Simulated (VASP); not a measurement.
# CoSi3Ir (Pm-3m) in VASP: a series of runs

The runs below take CoSi3Ir through single point, relaxation of cell and atoms, with PBE.

Program: VASP 6.6.1. These are calculated values, not measurements. Logs are shortened: lines on timing, memory, paths and dates and some standing lists are left out, and cuts for length are marked.

### 1 The cell of the first run

The structure is cubic, space group Pm-3m (No. 221). Conventional cell: a = 4.243 Å, b = 4.243 Å, c = 4.243 Å, α = 90.00°, β = 90.00°, γ = 90.00°. Co (site symmetry m-3m) has 6 Si at 2.12 Å within 2.8 Å. Within 2.8 Å of Si (site symmetry 4/mmm) lie 2 Co at 2.12 Å. Ir (site symmetry m-3m) has 12 Si at 3.00 Å and 8 Co at 3.67 Å within 4.0 Å.

### 2 Single point, PBE

Input file INCAR:

```
  PREC = Accurate
  ENCUT = 520
  EDIFF = 1E-7
  ISMEAR = 0
  SIGMA = 0.1
  LREAL = F
  LASPH = T
  NELM = 100
  ALGO = Normal
  ISIF = 2
  LWAVE = F
  LCHARG = T
  GGA = PE
  LELF = T
  LVHAR = T
  NBANDS = 23
```

Input file KPOINTS:

```
Automatic mesh
0
Gamma
  10 10 10
```

Input file POSCAR:

```
CoSi3Ir
1.0
    4.2431313085      0.0000000000      0.0000000000
    0.0000000000      4.2431313085      0.0000000000
    0.0000000000      0.0000000000      4.2431313085
Co Si Ir
1 3 1
Direct
    0.5000000000      0.5000000000      0.5000000000
    0.5000000000      0.5000000000      0.0000000000
    0.0000000000      0.5000000000      0.5000000000
    0.5000000000      0.0000000000      0.5000000000
    0.0000000000      0.0000000000      0.0000000000
```

Potentials or basis: VASP PAW PBE potentials, release 64 (Co, Si, Ir).

Command:

```sh
$ cat potpaw_PBE.64/Co/POTCAR potpaw_PBE.64/Si/POTCAR potpaw_PBE.64/Ir/POTCAR > POTCAR
$ mpirun -np 1 vasp_std > vasp.out
```

OUTCAR:

```text
PREC = Accurate
   ENCUT = 520
   EDIFF = 1E-7
   ISMEAR = 0
   LREAL = F
   LASPH = T
   NELM = 100
   ISIF = 2
   GGA = PE

 ion  position               nearest neighbor table
   1  0.500  0.500  0.500-   2 2.12   3 2.12   4 2.12   2 2.12   4 2.12   3 2.12
   2  0.500  0.500  0.000-   1 2.12   1 2.12   4 3.00   5 3.00   3 3.00   3 3.00   4 3.00   4 3.00
                             5 3.00   4 3.00   3 3.00   5 3.00   3 3.00   5 3.00
   3  0.000  0.500  0.500-   1 2.12   1 2.12   4 3.00   5 3.00   2 3.00   5 3.00   4 3.00   5 3.00
                             5 3.00   2 3.00   2 3.00   4 3.00   2 3.00   4 3.00
   4  0.500  0.000  0.500-   1 2.12   1 2.12   3 3.00   5 3.00   2 3.00   5 3.00   2 3.00   2 3.00
                             3 3.00   2 3.00   3 3.00   5 3.00   5 3.00   3 3.00
   5  0.000  0.000  0.000-   2 3.00   3 3.00   4 3.00   3 3.00   4 3.00   2 3.00   3 3.00   3 3.00
                             2 3.00   4 3.00   4 3.00   2 3.00

  LATTYP: Found a simple cubic cell.
 ALAT       =     4.2431313085

  Lattice vectors:

 A1 = (   4.2431313085,   0.0000000000,   0.0000000000)
 A2 = (   0.0000000000,   4.2431313085,   0.0000000000)
 A3 = (   0.0000000000,   0.0000000000,   4.2431313085)

Analysis of symmetry for initial positions (statically):
=====================================================================
 Subroutine PRICEL returns:
 Original cell was already a primitive cell.

 Routine SETGRP: Setting up the symmetry group for a
 simple cubic supercell.

 Subroutine GETGRP returns: Found 48 space group operations
 (whereof 48 operations were pure point group operations)
 out of a pool of 48 trial point group operations.

The static configuration has the point symmetry O_h .

Analysis of symmetry for dynamics (positions and initial velocities):
=====================================================================
 Subroutine PRICEL returns:
 Original cell was already a primitive cell.

 Routine SETGRP: Setting up the symmetry group for a
 simple cubic supercell.

 Subroutine GETGRP returns: Found 48 space group operations
 (whereof 48 operations were pure point group operations)
 out of a pool of 48 trial point group operations.

The dynamic configuration has the point symmetry O_h .

 Subroutine INISYM returns: Found 48 space group operations
 (whereof 48 operations are pure point group operations),
 and found     1 'primitive' translations

----------------------------------------------------------------------------------------

                                     Primitive cell

  volume of cell :      76.3940

  direct lattice vectors                    reciprocal lattice vectors
     4.243131308  0.000000000  0.000000000     0.235675007  0.000000000  0.000000000
     0.000000000  4.243131308  0.000000000     0.000000000  0.235675007  0.000000000
     0.000000000  0.000000000  4.243131308     0.000000000  0.000000000  0.235675007

  length of vectors
     4.243131308  4.243131308  4.243131308     0.235675007  0.235675007  0.235675007

  position of ions in fractional coordinates (direct lattice)
     0.500000000  0.500000000  0.500000000
     0.500000000  0.500000000  0.000000000
     0.000000000  0.500000000  0.500000000
     0.500000000  0.000000000  0.500000000
     0.000000000  0.000000000  0.000000000

  ion indices of the primitive-cell ions
   primitive index   ion index
                 1           1
                 2           2
                 3           3
                 4           4
                 5           5

----------------------------------------------------------------------------------------

 KPOINTS: Automatic mesh

Automatic generation of k-mesh.
 Grid dimensions read from file:
 generate k-points for:   10   10   10

 Generating k-lattice:

  Cartesian coordinates                     Fractional coordinates (reciprocal lattice)
     0.023567501  0.000000000  0.000000000     0.100000000  0.000000000  0.000000000
     0.000000000  0.023567501  0.000000000     0.000000000  0.100000000  0.000000000
     0.000000000  0.000000000  0.023567501     0.000000000  0.000000000  0.100000000

  Length of vectors
     0.023567501  0.023567501  0.023567501

  Shift w.r.t. Gamma in fractional coordinates (k-lattice)
     0.000000000  0.000000000  0.000000000

 Subroutine IBZKPT returns following result:
 ===========================================

 Found     56 irreducible k-points:

 Following reciprocal coordinates:
            Coordinates               Weight
  0.000000  0.000000  0.000000      1.000000
  0.100000  0.000000  0.000000      6.000000
  0.200000  0.000000  0.000000      6.000000
  0.300000  0.000000  0.000000      6.000000
  0.400000  0.000000  0.000000      6.000000
  0.500000  0.000000  0.000000      3.000000
[... 16 lines left out ...]
  0.200000  0.100000  0.100000     24.000000
  0.300000  0.100000  0.100000     24.000000
 [... further k-points ...]
   k-points           NKPTS =     56   k-points in BZ     NKDIM =     56   number of bands    NBANDS=     23
   number of dos      NEDOS =    301   number of ions     NIONS =      5
   total plane-waves  NPLWV =  32768
   dimension x,y,z NGX =    32 NGY =   32 NGZ =   32
   dimension x,y,z NGXF=    64 NGYF=   64 NGZF=   64
   ions per type =               1   3   1
   NGX,Y,Z   is equivalent  to a cutoff of  12.54, 12.54, 12.54 a.u.
   NGXF,Y,Z  is equivalent  to a cutoff of  25.08, 25.08, 25.08 a.u.
 SYSTEM =  unknown system
   PREC   = accura    normal or accurate (medium, high low for compatibility)
   ISTART =      0    job   : 0-new  1-cont  2-samecut
   ICHARG =      2    charge: 1-file 2-atom 10-const
   ISPIN  =      1    spin polarized calculation?
   LNONCOLLINEAR =      F non collinear calculations
   LSORBIT =      F    spin-orbit coupling
   LASPH  =      T    aspherical Exc in radial PAW
   ENCUT  =  520.0 eV  38.22 Ry    6.18 a.u.   7.89  7.89  7.89*2*pi/ulx,y,z
   NELM   =    100;   NELMIN=  2; NELMDL= -5     # of ELM steps
   EDIFF  = 0.1E-06   stopping-criterion for ELM
   LREAL  =      F    real-space projection
   EDIFFG = 0.1E-05   stopping-criterion for IOM
   NSW    =      0    number of steps for IOM
   IBRION =     -1    ionic relax: 0-MD 1-quasi-New 2-CG
   NFREE  =      0    steps in history (QN), initial steepest desc. (CG)
   ISIF   =      2    stress and relaxation
   ISYM   =      2    0-nonsym 1-usesym 2-fastsym
   POTIM  = 0.5000    time-step for ionic-motion
   TEBEG  =    0.0;   TEEND  =   0.0 temperature during run
   PSTRESS=    0.0 pullay stress
   NELECT =      30.0000    total number of electrons
   NUPDOWN=      -1.0000    fix difference up-down
   EMIN   =  10.00;   EMAX   =-10.00  energy-range for DOS
   EFERMI =   0.00;   METHOD = LEGACY
   ISMEAR =     0;   SIGMA  =   0.10  broadening in eV -4-tet -1-fermi 0-gaus
   EFERMI_NEDOS =   21; number of points for ismear=-14 and -15
   IALGO  =     38    algorithm
   IMIX   =      4    mixing-type and parameters
     AMIX     =   0.40;   BMIX     =  1.00
     AMIX_MAG =   1.60;   BMIX_MAG =  1.00
  volume/ion in A,a.u.               =      15.28       103.11
  Fermi-wavevector in a.u.,A,eV,Ry     =   1.198842  2.265484 19.554609  1.437223
  Thomas-Fermi vector in A             =   2.334721
   LORBIT       =      0    0 simple, 1 ext, 2 COOP (PROOUT), +10 PAW based schemes
   GGA     = PE    functional components
   LHFCALC =     F    Hartree Fock is set to
   AEXX    =    0.0000 exact exchange contribution
   IVDW    =     0    specifies the selected vdW correction
   LEPSILON=     F    determine dielectric tensor
   LRPA    =     F    only Hartree local field effects (RPA)
 non-spin polarized calculation
 Gauss-broadening in eV      SIGMA  =   0.10
  energy-cutoff  :      520.00
  volume of cell :       76.39
 maximum number of plane-waves:      2103
 NGX is ok and might be reduce to    32
   NGX = 15   NGY = 15   NGZ = 15

 number of electron      30.0000000 magnetization

 Free energy of the ion-electron system (eV)
  ---------------------------------------------------
  ext. energy  EPLUGINS =         0.00000000
  ---------------------------------------------------
  free energy    TOTEN  =       -29.85273078 eV

  energy without entropy =      -29.84335265  energy(sigma->0) =      -29.84804172

 E-fermi :   8.5736     XC(G=0): -11.4516

 val. band max:        8.5457818284   @ k =   0.3000   0.1000   0.1000
 cond. band min:       8.5800126625   @ k =   0.5000   0.3000   0.3000
 fundamental gap:      0.0342308340
 Fermi energy:         8.5736388807

 k-point     1 :       0.0000    0.0000    0.0000
  band No.  band energies     occupation
      1      -3.8328      2.00000
      2       1.5567      2.00000
      3       1.5567      2.00000
      4       4.3493      2.00000
      5       4.3493      2.00000
      6       4.3493      2.00000
[... 15 lines left out ...]
     22      12.4323      0.00000
     23      12.4323      0.00000

 k-point     2 :       0.1000    0.0000    0.0000
  band No.  band energies     occupation
      1      -3.7525      2.00000
      2       1.3764      2.00000
      3       1.5988      2.00000
      4       4.1737      2.00000
      5       4.3430      2.00000
      6       4.3430      2.00000
[... 15 lines left out ...]
     22      12.2430      0.00000
     23      12.2430      0.00000

 k-point     3 :       0.2000    0.0000    0.0000
  band No.  band energies     occupation
      1      -3.5154      2.00000
      2       0.8371      2.00000
      3       1.7167      2.00000
      4       4.0095      2.00000
      5       4.3337      2.00000
      6       4.3337      2.00000
[... 15 lines left out ...]
     22      12.0071      0.00000
     23      12.0071      0.00000
[... 495 lines left out ...]
 k-point    23 :       0.2000    0.1000    0.1000
  band No.  band energies     occupation
      1      -3.3576      2.00000
      2       0.9152      2.00000
      3       1.4914      2.00000
      4       3.4413      2.00000
      5       4.4339      2.00000
      6       4.5008      2.00000
[... 15 lines left out ...]
     22      12.2391      0.00000
     23      12.4701      0.00000

 k-point    24 :       0.3000    0.1000    0.1000
  band No.  band energies     occupation
      1      -2.9825      2.00000
      2       0.1894      2.00000
      3       1.6477      2.00000
      4       3.5349      2.00000
      5       4.4182      2.00000
      6       4.4971      2.00000
[... 15 lines left out ...]
     22      12.4014      0.00000
     23      12.7475      0.00000

 [... further k-points ...]
[... 5 lines left out ...]
  --------------------------------------------------------------------------------------
  -------------------------------------------------------------------------------------
  Total       -0.0394760     -0.0394760     -0.0394760      0.0000000      0.0000000      0.0000000
  in kB       -0.8279123     -0.8279123     -0.8279123      0.0000000      0.0000000      0.0000000
  external PRESSURE =      -0.8279123 kB  Pullay stress =       0.0000000 kB

 VOLUME and BASIS-vectors are now :
 -----------------------------------------------------------------------------
  energy-cutoff  :      520.00
  volume of cell :       76.39
      direct lattice vectors                 reciprocal lattice vectors
     4.243131308  0.000000000  0.000000000     0.235675007  0.000000000  0.000000000
     0.000000000  4.243131308  0.000000000     0.000000000  0.235675007  0.000000000
     0.000000000  0.000000000  4.243131308     0.000000000  0.000000000  0.235675007

 POSITION                                       TOTAL-FORCE (eV/Angst)
 -----------------------------------------------------------------------------------
      2.12157      2.12157      2.12157         0.000000      0.000000      0.000000
      2.12157      2.12157      0.00000         0.000000      0.000000      0.000000
      0.00000      2.12157      2.12157         0.000000      0.000000      0.000000
      2.12157      0.00000      2.12157         0.000000      0.000000      0.000000
      0.00000      0.00000      0.00000         0.000000      0.000000      0.000000
 -----------------------------------------------------------------------------------
    total drift:                                0.000000      0.000000     -0.000000

  FREE ENERGIE OF THE ION-ELECTRON SYSTEM (eV)
  ---------------------------------------------------
  free  energy   TOTEN  =       -29.8527307820 eV

  energy  without entropy=      -29.8433526498  energy(sigma->0) =      -29.84804172
```

Wall time 49 s (1 thread of Intel Xeon Platinum 8559C (Emerald Rapids), shared host); peak memory 0.25 GiB.

Results:

| Item | Value |
| --- | --- |
| Free energy | -29.8527 eV |
| Pressure | -0.1 GPa |
| Band gap on the k mesh | zero (band 15 reaches 8.90 eV, above the bottom of band 16 at 8.24 eV) |

Levels at points of the mesh, in eV from the Fermi level:
```tsv
k point	band 11	band 12	band 13	band 14	band 15	band 16	band 17	band 18	band 19	band 20
(0.00, 0.00, 0.00)	-2.34	-1.33	-1.33	-1.33	-0.97	1.18	1.18	1.99	1.99	1.99
(0.50, 0.00, 0.00)	-1.57	-1.54	-0.26	-0.05	-0.05	0.03	0.86	0.96	0.96	3.16
(0.50, 0.50, 0.00)	-1.42	-1.42	-1.15	-1.12	-1.11	0.29	0.29	2.17	3.64	3.64
(0.50, 0.50, 0.50)	-1.03	-1.03	-0.82	-0.82	-0.82	-0.28	-0.28	-0.28	5.97	5.97
```

Caveat: spin-orbit coupling is left out, which moves the levels of the heavy elements.

### 3 Relaxation of cell and atoms, PBE, collinear spin, ferromagnetic start

This run uses another cell than the first one, of 13.72 Å³/atom, 0.898 times its volume.

Input file INCAR:

```
SYSTEM = CoSi3Ir
PREC = Accurate ; ENCUT = 600
EDIFF = 1E-7 ; ISMEAR = 0
SIGMA = 0.1 ; LREAL = .FALSE.
LASPH = .TRUE. ; NELM = 150
ALGO = Normal ; ISIF = 3
LWAVE = .FALSE. ; LCHARG = .FALSE.
ISPIN = 2 ; MAGMOM = 3 0 0 0 0
LORBIT = 11 ; LMAXMIX = 4
GGA = PE ; IBRION = 2
NSW = 90 ; EDIFFG = -0.04
```

Input file KPOINTS:

```
Automatic mesh
0
G
  4 4 4
  0 0 0
```

Changes to POSCAR since step 2:

```diff
@@ -2,5 +2,5 @@
 1.0
-    4.2431313085      0.0000000000      0.0000000000
-    0.0000000000      4.2431313085      0.0000000000
-    0.0000000000      0.0000000000      4.2431313085
+    4.0940256400      0.0000000000      0.0000000000
+    0.0000000000      4.0940256400      0.0000000000
+    0.0000000000      0.0000000000      4.0940256400
 Co Si Ir
```

Potentials or basis: VASP PAW PBE potentials, release 64 (Co, Si, Ir).

Command:

```sh
$ cat potpaw_PBE.64/Co/POTCAR potpaw_PBE.64/Si/POTCAR potpaw_PBE.64/Ir/POTCAR > POTCAR
$ mpirun -np 1 vasp_std > vasp.out
```

Run time: 87 s. Hardware: 1 thread of Intel Xeon 6975P-C, shared host; peak memory 0.27 GiB.

It converged, with:

```yaml
Free_energy: -29.7821 eV
Relaxed_volume: 15.34 Å³/atom
Relaxed_cell: a = 4.249 Å, b = 4.249 Å, c = 4.249 Å, α = 90.00°, β = 90.00°, γ = 90.00°
Space_group_after_relaxing_to_0.05_Å: Pm-3m (No. 221)
Energy_gained_by_relaxing: 85.0 meV/atom
Ionic_steps: 3
Pressure_after_relaxing: -0.3 GPa
Band_gap_on_the_k_mesh: zero (filled and empty bands overlap)
Net_moment: 0.00 μB per cell
Valence_electrons_inside_the_program's_atomic_spheres: Co 9.24; Si 1.55; Ir 7.98
```

Step by step:
| step | energy change (eV) | largest force (eV/Å) | pressure (GPa) | volume (Å³) |
| --- | --- | --- | --- | --- |
| 1 | 0.0000 | 0.0000 | 18.99 | 68.62 |
| 2 | -0.0231 | 0.0000 | -12.09 | 86.08 |
| 3 | -0.4252 | 0.0000 | -0.27 | 76.71 |

Final structure:
```
Co Si Ir
1.0
     4.24895    0.00000    0.00000
     0.00000    4.24895    0.00000
     0.00000    0.00000    4.24895
Co Si Ir
1 3 1
Direct
  0.50000 0.50000 0.50000
  0.50000 0.50000 0.00000
  0.00000 0.50000 0.50000
  0.50000 0.00000 0.50000
  0.00000 0.00000 0.00000
```

Levels at points of the mesh, in eV from the Fermi level:
Spin up:
```
           k point  band 13  band 14  band 15  band 16  band 17  band 18
(0.00, 0.00, 0.00)    -1.29    -1.29    -0.92     1.19     1.19     2.04
(0.50, 0.00, 0.00)    -0.23     0.00     0.00     0.04     0.90     0.99
(0.50, 0.50, 0.00)    -1.10    -1.08    -1.06     0.33     0.33     2.18
(0.50, 0.50, 0.50)    -0.79    -0.79    -0.79    -0.25    -0.25    -0.25
```
Spin down:
| k point | band 13 | band 14 | band 15 | band 16 | band 17 | band 18 |
| --- | --- | --- | --- | --- | --- | --- |
| (0.00, 0.00, 0.00) | -1.29 | -1.29 | -0.92 | 1.19 | 1.19 | 2.04 |
| (0.50, 0.00, 0.00) | -0.23 | 0.00 | 0.00 | 0.04 | 0.90 | 0.99 |
| (0.50, 0.50, 0.00) | -1.10 | -1.08 | -1.06 | 0.33 | 0.33 | 2.18 |
| (0.50, 0.50, 0.50) | -0.79 | -0.79 | -0.79 | -0.25 | -0.25 | -0.25 |

Caveat: the k points lie up to 0.37 Å⁻¹ apart in the final cell; the starting moments collapsed, and a magnetic state may lie lower; spin-orbit coupling is left out, which moves the levels of the heavy elements.

### 4 Relaxation of cell and atoms, PBE

This run uses another cell than the first one, of 15.32 Å³/atom, 1.003 times its volume.

Input file INCAR:

```
SYSTEM = CoSi3Ir
ALGO = Normal
EDIFF = 1E-6
EDIFFG = -0.01
ENCUT = 600
GGA = PE
IBRION = 2
ISIF = 3
ISMEAR = 0
LASPH = .True.
LCHARG = .False.
LREAL = .False.
LWAVE = .False.
NELM = 100
NSW = 100
PREC = Accurate
SIGMA = 0.1
```

Input file KPOINTS:

```
k-points
0
Gamma
  10 10 10
  0 0 0
```

Changes to POSCAR since step 3:

```diff
@@ -2,5 +2,5 @@
 1.0
-    4.0940256400      0.0000000000      0.0000000000
-    0.0000000000      4.0940256400      0.0000000000
-    0.0000000000      0.0000000000      4.0940256400
+    4.2471285625      0.0000000000      0.0000000000
+    0.0000000000      4.2471285625      0.0000000000
+    0.0000000000      0.0000000000      4.2471285625
 Co Si Ir
```

Command:

```sh
$ cat potpaw_PBE.64/Co/POTCAR potpaw_PBE.64/Si/POTCAR potpaw_PBE.64/Ir/POTCAR > POTCAR
$ mpirun -np 1 vasp_std > vasp.out
```

It took 2.9 min on 1 thread of Intel Xeon 6975P-C, shared host; peak memory 0.29 GiB.

Results (log left out):

```
Free energy                            : -29.8529 eV
Relaxed volume                         : 15.27 Å³/atom
Relaxed cell                           : a = 4.242 Å, b = 4.242 Å, c = 4.242 Å, α = 90.00°, β = 90.00°, γ = 90.00°
Space group after relaxing (to 0.05 Å) : Pm-3m (No. 221)
Energy gained by relaxing              : 0.1 meV/atom
Ionic steps                            : 3
Pressure after relaxing                : 0.0 GPa
Band gap on the k mesh                 : zero (band 15 reaches 8.91 eV, above the bottom of band 16 at 8.25 eV)
```

Step by step:
| step | energy change (eV) | largest force (eV/Å) | pressure (GPa) | volume (Å³) |
| --- | --- | --- | --- | --- |
| 1 | 0.0000 | 0.0000 | -0.42 | 76.61 |
| 2 | -0.0002 | 0.0000 | 0.33 | 76.17 |
| 3 | -0.0004 | 0.0000 | 0.02 | 76.33 |

Final structure:
```yaml
crystal:
  lattice:
    - [4.24201, 0.00000, 0.00000]
    - [0.00000, 4.24201, 0.00000]
    - [0.00000, 0.00000, 4.24201]
  atoms:
    - { symbol: Co, position: [0.50000, 0.50000, 0.50000] }
    - { symbol: Si, position: [0.50000, 0.50000, 0.00000] }
    - { symbol: Si, position: [0.00000, 0.50000, 0.50000] }
    - { symbol: Si, position: [0.50000, 0.00000, 0.50000] }
    - { symbol: Ir, position: [0.00000, 0.00000, 0.00000] }
```

Levels at points of the mesh, in eV from the Fermi level:
```csv
k point,band 11,band 12,band 13,band 14,band 15,band 16,band 17,band 18,band 19
"(0.00, 0.00, 0.00)",-2.35,-1.33,-1.33,-1.33,-0.97,1.19,1.19,1.99,1.99
"(0.50, 0.00, 0.00)",-1.57,-1.54,-0.26,-0.05,-0.05,0.03,0.86,0.96,0.96
"(0.50, 0.50, 0.00)",-1.42,-1.42,-1.15,-1.12,-1.11,0.29,0.29,2.17,3.65
"(0.50, 0.50, 0.50)",-1.03,-1.03,-0.82,-0.82,-0.82,-0.28,-0.28,-0.28,5.97
```

Caveat: spin-orbit coupling is left out, which moves the levels of the heavy elements.
